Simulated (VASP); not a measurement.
Wanted: the native input for a VASP 6.6.1 run.

```yaml
Task: single point
Functional: PBE
Dispersion: D3(BJ)
Potentials_or_basis: VASP PAW PBE potentials, release 64 (W_sv, S)
Cutoff: 520 eV
k_mesh: 12 × 12 × 4
Occupations: gaussian, width 0.05 eV
Spin: no spin polarisation
Dipole_correction: no
Further_INCAR_settings: ALGO = Normal; EDIFF = 1e-07; NBANDS = 35
```

The structure of WS2 lies in POSCAR:

```
WS2
1.0
    3.1062673079      0.1012214005     -0.0309157303
   -1.4654733497      2.6455952329      0.0145049497
   -0.1215241102     -0.0043252048     11.9626029467
W S
2 4
Direct
    0.3492671003      0.7408000993      0.2555539653
    0.5820267385      0.2079422882      0.7516029378
    0.3719514764      0.7183920141      0.6337898244
    0.7008339838      0.3526232788      0.0999416879
    0.5180818548      0.9162342408      0.9113473551
    0.4778388461      0.0640080788      0.3477642295
```

This cell differs from its parent crystal: atoms moved at random and the cell strained at random.

These files were run (other wordings do the same):

INCAR

```
PREC = Accurate ; ENCUT = 520
EDIFF = 1E-7 ; ISMEAR = 0
SIGMA = 0.05 ; LREAL = F
LASPH = T ; NELM = 80
ALGO = Normal ; ISIF = 2
LWAVE = F ; LCHARG = F
GGA = PE ; IVDW = 12
NBANDS = 35
```

KPOINTS

```
Automatic mesh
0
Gamma
  12 12 4
```

Potentials or basis: VASP PAW PBE potentials, release 64 (W_sv, S).

Launch:

```sh
$ cat potpaw_PBE.64/W_sv/POTCAR potpaw_PBE.64/S/POTCAR > POTCAR
$ mpirun -np 1 vasp_std > vasp.out
```

It gave:

The pressure is 97.6 GPa, the largest force is 101.018 eV/Å and the band gap on the k mesh is zero (bands 26 and 27 overlap by 0.76 eV). The dispersion energy per atom is -0.458 eV.

Caveat: the cell differs from its parent crystal (atoms moved at random and the cell strained at random); atoms lie so close that the PAW spheres overlap strongly, which falsifies energies and pressures; the cell stands under pressure; spin-orbit coupling is left out, which moves the levels of the heavy elements; forces of over 1 eV/Å act on the atoms, so gaps and moduli don't describe the material at rest.

Wall time 7.8 min on 1 thread of Intel(R) Xeon(R) 6975P-C (Granite Rapids), on a shared host, peak memory 0.81 GiB.
